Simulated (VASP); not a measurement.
Here is a VASP 6.6.1 calculation.

Contents of POSCAR:

```
Cu
1.0
    0.0000000000      1.6903084960      1.6903084960
    1.6903084960      0.0000000000      1.6903084960
    1.6903084960      1.6903084960      0.0000000000
Cu
1
Direct
    0.0000000000      0.0000000000      0.0000000000
```

INCAR.step1

```
SYSTEM = Cu
ALGO = Normal
EDIFF = 1E-4
ENCUT = 600
GGA = PE
ISMEAR = 0
LASPH = .True.
LCHARG = .False.
LREAL = .False.
LWAVE = .True.
NELM = 60
PREC = Accurate
SIGMA = 0.1
```

The input INCAR.step2:

```
SYSTEM = Cu
ALGO = Normal
EDIFF = 1E-6
EDIFFG = -0.008
ENCUT = 600
IBRION = 2
ISIF = 3
ISMEAR = 0
ISTART = 1
LASPH = .True.
LCHARG = .False.
LMIXTAU = .True.
LREAL = .False.
LWAVE = .False.
METAGGA = R2SCAN
NELM = 60
NSW = 70
PREC = Accurate
PSTRESS = 400.0
SIGMA = 0.1
```

The input KPOINTS:

```
k-points
0
Gamma
  22 22 22
  0 0 0
```

Potentials or basis: VASP PAW PBE potentials, release 64 (Cu).

Command:

```console
$ cat potpaw_PBE.64/Cu/POTCAR > POTCAR
$ cp INCAR.step1 INCAR
$ mpirun -np 1 vasp_std > vasp.out
$ cp INCAR.step2 INCAR
$ mpirun -np 1 vasp_std > vasp.out
```

What does it give for the relaxed cell?

a = 2.397 Å, b = 2.397 Å, c = 2.397 Å, α = 60.00°, β = 60.00°, γ = 60.00°.

Estimate the space group after relaxing (to 0.05 Å).

Fm-3m (No. 225).

What does it give for the relaxed volume?

9.74 Å³/atom.

Final structure:
```
CELL_PARAMETERS angstrom
0.00000 1.69524 1.69524
1.69524 0.00000 1.69524
1.69524 1.69524 0.00000
ATOMIC_POSITIONS crystal
Cu 0.00000 0.00000 0.00000
```

Caveat: the cell is relaxed towards a set pressure, so the enthalpy falls and the energy may rise; the PAW data sets were made with another functional, which shifts forces and pressure a little.
